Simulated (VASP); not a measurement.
Set up this calculation in VASP 6.6.1, as the native input.

```yaml
Task: single point
Functional: PBE
Potentials_or_basis: VASP PAW PBE potentials, release 64 (Zn, Sn_d, O)
Cutoff: 520 eV
k_mesh: 6 × 6 × 2
Occupations: gaussian, width 0.1 eV
Spin: no spin polarisation
Dipole_correction: no
Further_INCAR_settings: ALGO = Normal; EDIFF = 1e-06; NBANDS = 37
```

The structure of Zn2SnO3 lies in POSCAR:

```
Zn2SnO3
1.0
    3.7444783200      0.0000000000      0.0000000000
   -1.8722391600      3.2428133500      0.0000000000
    0.0000000000      0.0000000000      8.5564857900
Zn Sn O
2 1 3
Direct
    0.3333333300      0.6666666700      0.0000000000
    0.6666666700      0.3333333300      0.0000000000
    0.0000000000      0.0000000000      0.5000000000
    0.0000000000      0.0000000000      0.0000000000
    0.0000000000      0.0000000000      0.2808967200
    0.0000000000      0.0000000000      0.7191032800
```

The cell was built from a structure type or drawn by symmetry, and may not be a known phase.

These files were run (other wordings do the same):

INCAR

```
SYSTEM = Zn2SnO3
ALGO = Normal
EDIFF = 1E-6
ENCUT = 520
GGA = PE
ISIF = 2
ISMEAR = 0
LASPH = .True.
LCHARG = .False.
LREAL = .False.
LWAVE = .False.
NBANDS = 37
NELM = 100
PREC = Accurate
SIGMA = 0.1
```

KPOINTS

```
k-points
0
Gamma
  6 6 2
  0 0 0
```

Potentials or basis: VASP PAW PBE potentials, release 64 (Zn, Sn_d, O).

Launch:

```sh
$ cat potpaw_PBE.64/Zn/POTCAR potpaw_PBE.64/Sn_d/POTCAR potpaw_PBE.64/O/POTCAR > POTCAR
$ mpirun -np 1 vasp_std > vasp.out
```

It gave:

* Pressure: 12.4 GPa
* Largest force: 0.148 eV/Å
* Band gap on the k mesh: zero (bands 28 and 29 overlap by 1.12 eV)

Caveat: the k points lie up to 0.37 Å⁻¹ apart, too coarse for converged energies and pressures of a metal; spin-orbit coupling is left out, which moves the levels of the heavy elements.

It took 98 s on 1 thread of Intel(R) Xeon(R) Platinum 8259CL CPU @ 2.50GHz (Skylake/Cascade Lake), with other jobs on the host, peak memory 0.23 GiB.
